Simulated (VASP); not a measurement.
# BAs in VASP: a series of runs

The runs below take BAs through single point, with revPBE, BLYP.

All numbers are computed with VASP 6.6.1; they aren't measurements. Logs are shortened: lines on timing, memory, paths and dates and some standing lists are left out, and cuts for length are marked.

## 1. The cell of the first run

The structure is orthorhombic, space group Pmmm (No. 47). The conventional cell has a = 2.623 Å, b = 3.162 Å, c = 3.173 Å, α = 90.00°, β = 90.00°, γ = 90.00°. B (site symmetry mmm) has 4 As at 2.24 Å and 2 B at 2.62 Å within 3.0 Å. As (site symmetry mmm) has 4 B at 2.24 Å and 2 As at 2.62 Å within 3.0 Å.

## 2. Single point, revPBE

INCAR reads:

```
SYSTEM = BAs
PREC = Accurate
ENCUT = 520
EDIFF = 1E-6
ISMEAR = -1
SIGMA = 0.05
LREAL = .False.
LASPH = .True.
NELM = 60
ALGO = Normal
ISIF = 2
LWAVE = .False.
LCHARG = .True.
GGA = RE
LELF = .True.
LVHAR = .True.
NBANDS = 11
```

KPOINTS reads:

```
Automatic mesh
0
Gamma
  12 8 6
  0 0 0
```

POSCAR reads:

```
BAs
1.0
    3.1623653704      0.0000000000      0.0000000000
    0.0000000000      2.6227631800      0.0000000000
    0.0000000000      0.0000000000      3.1728455086
B As
1 1
Direct
    0.0000000000      0.5000000000      0.0000000000
    0.5000000000      0.5000000000      0.5000000000
```

Potentials or basis: VASP PAW PBE potentials, release 64 (B, As).

Started as:

```bash
cat potpaw_PBE.64/B/POTCAR potpaw_PBE.64/As/POTCAR > POTCAR
mpirun -np 1 vasp_std > vasp.out
```

OUTCAR:

```text
SYSTEM = BAs
   PREC = Accurate
   ENCUT = 520
   EDIFF = 1E-6
   ISMEAR = -1
   LREAL = .False.
   LASPH = .True.
   NELM = 60
   ISIF = 2
   GGA = RE

 ion  position               nearest neighbor table
   1  0.000  0.500  0.000-   2 2.24   2 2.24   2 2.24   2 2.24
   2  0.500  0.500  0.500-   1 2.24   1 2.24   1 2.24   1 2.24

  LATTYP: Found a simple orthorhombic cell.
 ALAT       =     2.6227631800
 B/A-ratio  =     1.2057380531
 C/A-ratio  =     1.2097338916

  Lattice vectors:

 A1 = (   0.0000000000,  -2.6227631800,   0.0000000000)
 A2 = (   3.1623653704,   0.0000000000,   0.0000000000)
 A3 = (   0.0000000000,   0.0000000000,   3.1728455086)

Analysis of symmetry for initial positions (statically):
=====================================================================
 Subroutine PRICEL returns:
 Original cell was already a primitive cell.

 Routine SETGRP: Setting up the symmetry group for a
 simple orthorhombic supercell.

 Subroutine GETGRP returns: Found  8 space group operations
 (whereof  8 operations were pure point group operations)
 out of a pool of  8 trial point group operations.

The static configuration has the point symmetry D_2h.

Analysis of symmetry for dynamics (positions and initial velocities):
=====================================================================
 Subroutine PRICEL returns:
 Original cell was already a primitive cell.

 Routine SETGRP: Setting up the symmetry group for a
 simple orthorhombic supercell.

 Subroutine GETGRP returns: Found  8 space group operations
 (whereof  8 operations were pure point group operations)
 out of a pool of  8 trial point group operations.

The dynamic configuration has the point symmetry D_2h.

 Subroutine INISYM returns: Found  8 space group operations
 (whereof  8 operations are pure point group operations),
 and found     1 'primitive' translations

----------------------------------------------------------------------------------------

                                     Primitive cell

  volume of cell :      26.3160

  direct lattice vectors                    reciprocal lattice vectors
     3.162365370  0.000000000  0.000000000     0.316218995  0.000000000  0.000000000
     0.000000000  2.622763180  0.000000000     0.000000000  0.381277276  0.000000000
     0.000000000  0.000000000  3.172845509     0.000000000  0.000000000  0.315174501

  length of vectors
     3.162365370  2.622763180  3.172845509     0.316218995  0.381277276  0.315174501

  position of ions in fractional coordinates (direct lattice)
     0.000000000  0.500000000  0.000000000
     0.500000000  0.500000000  0.500000000

  ion indices of the primitive-cell ions
   primitive index   ion index
                 1           1
                 2           2

----------------------------------------------------------------------------------------

 KPOINTS: Automatic mesh

Automatic generation of k-mesh.
 Grid dimensions read from file:
 generate k-points for:   12    8    6

 Generating k-lattice:

  Cartesian coordinates                     Fractional coordinates (reciprocal lattice)
     0.026351583  0.000000000  0.000000000     0.083333333  0.000000000  0.000000000
     0.000000000  0.047659659  0.000000000     0.000000000  0.125000000  0.000000000
     0.000000000  0.000000000  0.052529084     0.000000000  0.000000000  0.166666667

  Length of vectors
     0.026351583  0.047659659  0.052529084

  Shift w.r.t. Gamma in fractional coordinates (k-lattice)
     0.000000000  0.000000000  0.000000000

 Subroutine IBZKPT returns following result:
 ===========================================

 Found    140 irreducible k-points:

 Following reciprocal coordinates:
            Coordinates               Weight
  0.000000  0.000000  0.000000      1.000000
  0.083333  0.000000  0.000000      2.000000
  0.166667  0.000000  0.000000      2.000000
  0.250000  0.000000  0.000000      2.000000
  0.333333  0.000000  0.000000      2.000000
  0.416667  0.000000  0.000000      2.000000
[... 16 lines left out ...]
  0.083333  0.375000  0.000000      4.000000
  0.166667  0.375000  0.000000      4.000000
 [... further k-points ...]
   k-points           NKPTS =    140   k-points in BZ     NKDIM =    140   number of bands    NBANDS=     11
   number of dos      NEDOS =    301   number of ions     NIONS =      2
   total plane-waves  NPLWV =  11520
   dimension x,y,z NGX =    24 NGY =   20 NGZ =   24
   dimension x,y,z NGXF=    48 NGYF=   40 NGZF=   48
   ions per type =               1   1
   NGX,Y,Z   is equivalent  to a cutoff of  12.62, 12.68, 12.58 a.u.
   NGXF,Y,Z  is equivalent  to a cutoff of  25.23, 25.35, 25.15 a.u.
 SYSTEM =  BAs
   PREC   = accura    normal or accurate (medium, high low for compatibility)
   ISTART =      0    job   : 0-new  1-cont  2-samecut
   ICHARG =      2    charge: 1-file 2-atom 10-const
   ISPIN  =      1    spin polarized calculation?
   LNONCOLLINEAR =      F non collinear calculations
   LSORBIT =      F    spin-orbit coupling
   LASPH  =      T    aspherical Exc in radial PAW
   ENCUT  =  520.0 eV  38.22 Ry    6.18 a.u.   5.88  4.88  5.90*2*pi/ulx,y,z
   NELM   =     60;   NELMIN=  2; NELMDL= -5     # of ELM steps
   EDIFF  = 0.1E-05   stopping-criterion for ELM
   LREAL  =      F    real-space projection
   EDIFFG = 0.1E-04   stopping-criterion for IOM
   NSW    =      0    number of steps for IOM
   IBRION =     -1    ionic relax: 0-MD 1-quasi-New 2-CG
   NFREE  =      0    steps in history (QN), initial steepest desc. (CG)
   ISIF   =      2    stress and relaxation
   ISYM   =      2    0-nonsym 1-usesym 2-fastsym
   POTIM  = 0.5000    time-step for ionic-motion
   TEBEG  =    0.0;   TEEND  =   0.0 temperature during run
   PSTRESS=    0.0 pullay stress
   NELECT =       8.0000    total number of electrons
   NUPDOWN=      -1.0000    fix difference up-down
   EMIN   =  10.00;   EMAX   =-10.00  energy-range for DOS
   EFERMI =   0.00;   METHOD = LEGACY
   ISMEAR =    -1;   SIGMA  =   0.05  broadening in eV -4-tet -1-fermi 0-gaus
   EFERMI_NEDOS =   21; number of points for ismear=-14 and -15
   IALGO  =     38    algorithm
   IMIX   =      4    mixing-type and parameters
     AMIX     =   0.40;   BMIX     =  1.00
     AMIX_MAG =   1.60;   BMIX_MAG =  1.00
  volume/ion in A,a.u.               =      13.16        88.79
  Fermi-wavevector in a.u.,A,eV,Ry     =   1.100774  2.080161 16.486224  1.211703
  Thomas-Fermi vector in A             =   2.237191
   LORBIT       =      0    0 simple, 1 ext, 2 COOP (PROOUT), +10 PAW based schemes
   GGA     = RE    functional components
   LHFCALC =     F    Hartree Fock is set to
   AEXX    =    0.0000 exact exchange contribution
   IVDW    =     0    specifies the selected vdW correction
   LEPSILON=     F    determine dielectric tensor
   LRPA    =     F    only Hartree local field effects (RPA)
 non-spin polarized calculation
  energy-cutoff  :      520.00
  volume of cell :       26.32
 maximum number of plane-waves:       732
 NGX is ok and might be reduce to    24
   NGX = 11   NGY =  9   NGZ = 11

 number of electron       8.0000000 magnetization

 Free energy of the ion-electron system (eV)
  ---------------------------------------------------
  ext. energy  EPLUGINS =         0.00000000
  ---------------------------------------------------
  free energy    TOTEN  =        -8.75645682 eV

  energy without entropy =       -8.74988591  energy(sigma->0) =       -8.75317136

 E-fermi :   6.6873     XC(G=0): -11.0542

 val. band max:        6.6631737548   @ k =   0.0833   0.0000   0.5000
 cond. band min:       6.6943831165   @ k =   0.0833   0.5000   0.3333
 fundamental gap:      0.0312093616
 Fermi energy:         6.6873236412

 k-point     1 :       0.0000    0.0000    0.0000
  band No.  band energies     occupation
      1      -8.9962      2.00000
      2       3.6568      2.00000
      3       3.7316      2.00000
      4       5.0968      2.00000
      5       9.7647      0.00000
      6      11.1273      0.00000
      7      15.7274      0.00000
      8      15.7494      0.00000
      9      15.9836      0.00000
     10      17.0986      0.00000
     11      21.3445      0.00000

 k-point     2 :       0.0833    0.0000    0.0000
  band No.  band energies     occupation
      1      -8.9081      2.00000
      2       2.6244      2.00000
      3       3.7632      2.00000
      4       5.9296      2.00000
      5       9.8528      0.00000
      6      11.6343      0.00000
      7      15.0026      0.00000
      8      15.1902      0.00000
      9      16.3663      0.00000
     10      16.9232      0.00000
     11      22.2056      0.00000

 k-point     3 :       0.1667    0.0000    0.0000
  band No.  band energies     occupation
      1      -8.6471      2.00000
      2       0.9852      2.00000
      3       4.0817      2.00000
      4       6.8489      0.07592
      5      10.1148      0.00000
      6      12.9676      0.00000
      7      13.4695      0.00000
      8      14.4461      0.00000
      9      16.4222      0.00000
     10      16.8207      0.00000
     11      24.0533      0.00000

 k-point     4 :       0.2500    0.0000    0.0000
  band No.  band energies     occupation
      1      -8.2260      2.00000
      2      -0.6142      2.00000
      3       4.6100      2.00000
      4       7.5678      0.00000
      5      10.5432      0.00000
      6      11.7982      0.00000
      7      13.1521      0.00000
      8      15.3322      0.00000
      9      15.6695      0.00000
     10      17.3641      0.00000
     11      24.5014      0.00000
[... 239 lines left out ...]
 k-point    22 :       0.0000    0.3750    0.0000
  band No.  band energies     occupation
      1      -6.5073      2.00000
      2       0.4463      2.00000
      3       5.2948      2.00000
      4       5.3666      2.00000
      5       7.2881      0.00001
      6      11.1859      0.00000
      7      13.5355      0.00000
      8      16.4915      0.00000
      9      16.5320      0.00000
     10      17.7949      0.00000
     11      17.8157      0.00000

 k-point    23 :       0.0833    0.3750    0.0000
  band No.  band energies     occupation
      1      -6.4200      2.00000
      2       0.5378      2.00000
      3       4.5373      2.00000
      4       5.4008      2.00000
      5       7.6919      0.00000
      6      11.0445      0.00000
      7      13.9685      0.00000
      8      16.1929      0.00000
      9      16.4195      0.00000
     10      17.4653      0.00000
     11      17.5212      0.00000

 k-point    24 :       0.1667    0.3750    0.0000
  band No.  band energies     occupation
      1      -6.1611      2.00000
      2       0.8097      2.00000
      3       3.0661      2.00000
      4       5.7180      2.00000
      5       7.8756      0.00000
      6      10.7824      0.00000
      7      14.9747      0.00000
      8      15.0105      0.00000
      9      16.4430      0.00000
     10      17.0492      0.00000
     11      17.4643      0.00000

 [... further k-points ...]

------------------------ aborting loop because EDIFF is reached ----------------------------------------

  FORCE on cell =-STRESS in cart. coord.  units (eV):
  Direction    XX          YY          ZZ          XY          YZ          ZX
  --------------------------------------------------------------------------------------
  -------------------------------------------------------------------------------------
  Total        0.0620159      0.0219156      0.0639791      0.0000000      0.0000000      0.0000000
  in kB        3.7756666      1.3342702      3.8951889      0.0000000      0.0000000      0.0000000
  external PRESSURE =       3.0017086 kB  Pullay stress =       0.0000000 kB

 VOLUME and BASIS-vectors are now :
 -----------------------------------------------------------------------------
  energy-cutoff  :      520.00
  volume of cell :       26.32
      direct lattice vectors                 reciprocal lattice vectors
     3.162365370  0.000000000  0.000000000     0.316218995  0.000000000  0.000000000
     0.000000000  2.622763180  0.000000000     0.000000000  0.381277276  0.000000000
     0.000000000  0.000000000  3.172845509     0.000000000  0.000000000  0.315174501

 POSITION                                       TOTAL-FORCE (eV/Angst)
 -----------------------------------------------------------------------------------
      0.00000      1.31138      0.00000         0.000000      0.000000      0.000000
      1.58118      1.31138      1.58642         0.000000      0.000000      0.000000
 -----------------------------------------------------------------------------------
    total drift:                                0.000000     -0.000000     -0.000000

  FREE ENERGIE OF THE ION-ELECTRON SYSTEM (eV)
  ---------------------------------------------------
  free  energy   TOTEN  =        -8.7564568217 eV

  energy  without entropy=       -8.7498859051  energy(sigma->0) =       -8.75317136
```

It took 34 s on 1 thread of Intel Xeon 8259CL, shared host; peak memory 0.16 GiB.

What came out:

| Item | Value |
| --- | --- |
| Free energy | -8.7565 eV |
| Pressure | 0.3 GPa |
| Band gap on the k mesh | zero (bands 4 and 5 overlap by 5.51 eV) |

Stress tensor (GPa, compression positive):
```
0.38 0.00 0.00
0.00 0.13 0.00
0.00 0.00 0.39
```

Levels at points of the mesh, in eV from the Fermi level:
```
           k point  band 1  band 2  band 3  band 4  band 5  band 6  band 7  band 8
(0.00, 0.00, 0.00)  -15.68   -3.03   -2.96   -1.59    3.08    4.44    9.04    9.06
(0.50, 0.00, 0.00)  -13.52  -10.29    0.69    0.75    2.47    4.28    5.62    6.59
(0.00, 0.50, 0.00)  -12.29   -7.77   -1.01   -0.94    1.94    2.74    7.69    9.24
(0.50, 0.50, 0.00)  -10.11   -7.31   -5.37   -2.99    2.32    3.20    5.63    7.63
(0.00, 0.00, 0.50)  -13.54  -10.31    0.74    0.80    2.53    4.35    5.61    6.57
(0.50, 0.00, 0.50)  -11.41   -7.53   -7.53   -6.49    6.31    7.74   11.60   11.64
(0.00, 0.50, 0.50)  -10.14   -7.33   -5.39   -3.01    2.35    3.26    5.69    7.70
(0.50, 0.50, 0.50)   -7.55   -5.14   -5.14   -4.06   -3.25   -1.30    3.56    3.57
```

Caveat: the PAW data sets were made with another functional, which shifts forces and pressure a little.

## 3. Single point, BLYP

This run uses another cell than the first one, of 14.13 Å³/atom.

INCAR reads:

```
SYSTEM = BAs
PREC     = Accurate       ! precision mode
ENCUT    = 520            ! plane-wave cutoff, eV
EDIFF    = 1E-7           ! SCF threshold, eV
ISMEAR   = -1             ! smearing method
SIGMA    = 0.05           ! smearing width, eV
LREAL    = .FALSE.        ! projectors in reciprocal space
LASPH    = .TRUE.         ! aspherical terms in the spheres
NELM     = 60             ! most SCF steps
ALGO     = Normal         ! electronic algorithm
ISIF     = 2              ! what is computed and relaxed
LWAVE    = .FALSE.        ! write WAVECAR
LCHARG   = .FALSE.        ! write CHGCAR
GGA      = B5             ! functional
ALDAX    = 1.0          
AGGAX    = 1.0          
AGGAC    = 1.0          
ALDAC    = 0.0          
NBANDS   = 11             ! bands
```

KPOINTS reads:

```
Automatic mesh
0
G
  12 8 6
  0 0 0
```

POSCAR reads:

```
BAs
1.0
    3.2101615136      0.0000000000      0.0000000000
    0.0000000000      2.7412958734      0.0000000000
    0.0000000000      0.0000000000      3.2108956241
B As
1 1
Direct
    0.0000000000      0.5000000000      0.0000000000
    0.5000000000      0.5000000000      0.5000000000
```

Potentials or basis: VASP PAW PBE potentials, release 64 (B, As).

Started as:

```bash
cat potpaw_PBE.64/B/POTCAR potpaw_PBE.64/As/POTCAR > POTCAR
mpirun -np 1 vasp_std > vasp.out
```

Run time: 46 s. Hardware: 1 thread of Intel Xeon 8259CL, shared host; peak memory 0.17 GiB.

It converged, with:

| Quantity | Value |
| --- | --- |
| Free energy | -7.7404 eV |
| Pressure | 0.4 GPa |
| Band gap on the k mesh | zero (bands 4 and 5 overlap by 5.71 eV) |

Stress tensor (GPa, compression positive):
```
0.49 0.00 0.00
0.00 0.22 0.00
0.00 0.00 0.50
```

Levels at points of the mesh, in eV from the Fermi level:
| k point | band 2 | band 3 | band 4 | band 5 | band 6 | band 7 |
| --- | --- | --- | --- | --- | --- | --- |
| (0.00, 0.00, 0.00) | -2.67 | -2.67 | -1.54 | 2.24 | 5.25 | 8.74 |
| (0.50, 0.00, 0.00) | -9.62 | 0.93 | 0.94 | 2.64 | 4.42 | 4.78 |
| (0.00, 0.50, 0.00) | -6.96 | -1.10 | -1.10 | 1.83 | 2.18 | 7.98 |
| (0.50, 0.50, 0.00) | -7.22 | -4.67 | -2.39 | 2.12 | 2.89 | 5.04 |
| (0.00, 0.00, 0.50) | -9.63 | 0.94 | 0.94 | 2.65 | 4.42 | 4.78 |
| (0.50, 0.00, 0.50) | -6.86 | -6.85 | -6.08 | 5.42 | 6.40 | 11.06 |
| (0.00, 0.50, 0.50) | -7.23 | -4.67 | -2.39 | 2.12 | 2.91 | 5.05 |
| (0.50, 0.50, 0.50) | -4.97 | -4.96 | -3.49 | -3.45 | -0.85 | 4.29 |

Caveat: the PAW data sets were made with another functional, which shifts forces and pressure a little.
